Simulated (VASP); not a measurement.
Here is a VASP 6.6.1 calculation.

INCAR

```
SYSTEM = Ti
PREC = Accurate ; ENCUT = 520
EDIFF = 1E-6 ; ISMEAR = 0
SIGMA = 0.1 ; LREAL = .FALSE.
LASPH = .TRUE. ; NELM = 60
ALGO = Fast ; ISIF = 2
LWAVE = .FALSE. ; LCHARG = .FALSE.
GGA = PS ; NBANDS = 25
```

File KPOINTS:

```
Automatic mesh
0
G
  12 12 16
  0 0 0
```

File POSCAR:

```
Ti
1.0
    4.3109074977      0.0000000000      0.0000000000
   -2.1554537488      3.7333554063      0.0000000000
    0.0000000000      0.0000000000      2.6889305687
Ti
3
Direct
    0.0000000000      0.0000000000      0.0000000000
    0.3333333333      0.6666666667      0.5000000000
    0.6666666667      0.3333333333      0.5000000000
```

Potentials or basis: VASP PAW PBE potentials, release 64 (Ti_sv).

Run with:

```bash
$ cat potpaw_PBE.64/Ti_sv/POTCAR > POTCAR
$ mpirun -np 1 vasp_std > vasp.out
```

(1) Predict the pressure.

(2) Estimate the band gap on the k mesh.

Results:

(1) 19.3 GPa.

(2) zero (bands 18 and 19 overlap by 0.53 eV).

Caveat: the cell stands under pressure; the PAW data sets were made with another functional, which shifts forces and pressure a little.
